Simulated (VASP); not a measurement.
Here is a VASP 6.6.1 calculation.

File INCAR:

```
PREC = Accurate
ENCUT = 520
EDIFF = 1E-6
ISMEAR = 0
SIGMA = 0.05
LREAL = F
LASPH = T
NELM = 100
ALGO = Normal
ISIF = 2
LWAVE = F
LCHARG = F
GGA = PE
NBANDS = 15
```

The input KPOINTS:

```
regular mesh
0
Gamma
  8 8 8
```

The input POSCAR:

```
KF
1.0
   -0.0290388590      2.7104761442      2.7104761442
    2.7104761442     -0.0290388590      2.7104761442
    2.7104761442      2.7104761442     -0.0290388590
K F
1 1
Direct
    0.0000000000      0.0000000000      0.0000000000
    0.5000000000      0.5000000000      0.5000000000
```

Potentials or basis: VASP PAW PBE potentials, release 64 (K_sv, F).

The run is started by

```sh
$ cat potpaw_PBE.64/K_sv/POTCAR potpaw_PBE.64/F/POTCAR > POTCAR
$ mpirun -np 1 vasp_std > vasp.out
```

Problem. What does it give for the band gap on the k mesh?

Solution. 5.86 eV.

Problem. What does it give for the pressure?

Solution. -0.4 GPa.

Stress tensor (GPa, compression positive):
```
-0.45  0.14  0.14
 0.14 -0.45  0.14
 0.14  0.14 -0.45
```

A k mesh can miss the band edges.
